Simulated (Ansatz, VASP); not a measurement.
## One calculation of Si, two programs

File INCAR:

```
ALGO     = Normal         # electronic algorithm
EDIFF    = 1E-7           # SCF threshold, eV
ENCUT    = 520            # plane-wave cutoff, eV
ISIF     = 2              # what is computed and relaxed
ISMEAR   = 0              # smearing method
LASPH    = T              # aspherical terms in the spheres
LCHARG   = F              # write CHGCAR
LREAL    = F              # projectors in reciprocal space
LWAVE    = F              # write WAVECAR
NBANDS   = 16             # bands
NELM     = 60             # most SCF steps
PREC     = Accurate       # precision mode
SIGMA    = 0.01           # smearing width, eV
```

The input KPOINTS:

```
k-points
0
Gamma
  10 10 10
```

POSCAR

```
Si
1.0
   -3.3012718576      3.3012718576      1.9083649477
    3.3012718576     -3.3012718576      1.9083649477
    3.3012718576      3.3012718576     -1.9083649477
Si
4
Direct
    0.1788433299      0.1788433299      0.3576866598
    0.8211566701      0.8211566701      0.6423133402
    0.1788433299      0.8211566701      0.0000000000
    0.8211566701      0.1788433299      0.0000000000
```

Input for Ansatz:

```yaml
crystal:
  lattice:
    - [-3.3012718583, 3.3012718583, 1.908364948]
    - [3.3012718583, -3.3012718583, 1.908364948]
    - [3.3012718583, 3.3012718583, -1.908364948]
  atoms:
    - { symbol: Si, position: [0.1788433299, 0.1788433299, 0.3576866598] }
    - { symbol: Si, position: [0.8211566701, 0.8211566701, 0.6423133402] }
    - { symbol: Si, position: [0.1788433299, 0.8211566701, 0.0] }
    - { symbol: Si, position: [0.8211566701, 0.1788433299, 0.0] }
basis:
  ecutwfc: 420
kpoints:
  mp_grid: { grid: [10, 10, 10] }
  band_path: { path: [VBM, CBM], npoints: 2 }
hamiltonian:
  xc: lda
scf:
  occupations: { method: gaussian, width: 0.01 }
output:
  forces: false
  stress: false
  eigenvalues: true
checkpoint:
  read: start.run
  write: ck
  compress: false
  write_wavefunctions: false
  write_every: 100000
```

Alike in both runs: task single point; functional LDA; k mesh 10 × 10 × 10; occupations gaussian, width 0.01 eV; no spin polarisation.

```csv
,VASP,Ansatz
version,VASP 6.6.1,Ansatz 0.2.0
potentials or method,"VASP PAW LDA potentials, release 64 (Si), cutoff 520 eV","scalar-relativistic, plane waves, PAW"
valence electrons in the cell,16,16
```

|  | VASP | Ansatz | Ansatz less VASP |
| --- | --- | --- | --- |
| gap on the k mesh at the Fermi level (eV) | 0.20 | 0.20 | +0.005 |
| least direct gap on the mesh (eV) | 0.26 | 0.26 | +0.002 |

LDA's correlation is that of Perdew and Zunger in VASP and of Perdew and Wang (1992) in Ansatz.
